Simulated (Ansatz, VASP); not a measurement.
ZnS: VASP beside Ansatz

```
Zn S
1.0
     0.00000    2.70465    2.70465
     2.70465    0.00000    2.70465
     2.70465    2.70465    0.00000
Zn S
1 1
Cartesian
  0.0000 0.0000 0.0000
  4.0570 4.0570 4.0570
```

Alike in both runs: task single point; functional PBE; dispersion D3(BJ); k mesh 6 × 6 × 6; occupations gaussian, width 0.1 eV; no spin polarisation.

```csv
,VASP,Ansatz
version,VASP 6.6.1,Ansatz 0.2.0
potentials or method,"VASP PAW PBE potentials, release 64 (Zn, S), cutoff 500 eV","scalar-relativistic, plane waves, PAW"
valence electrons in the cell,18,18
```

Ansatz gave:

| Property | Result |
| --- | --- |
| gap on the k mesh at the Fermi level (eV) | 2.10 |
| least direct gap on the mesh (eV) | 2.10 |
| pressure (GPa) | -1.4 |

Problem. What did VASP give for the same quantities?

Solution. gap on the k mesh at the Fermi level (eV): 2.10; least direct gap on the mesh (eV): 2.10; pressure (GPa): -1.2.
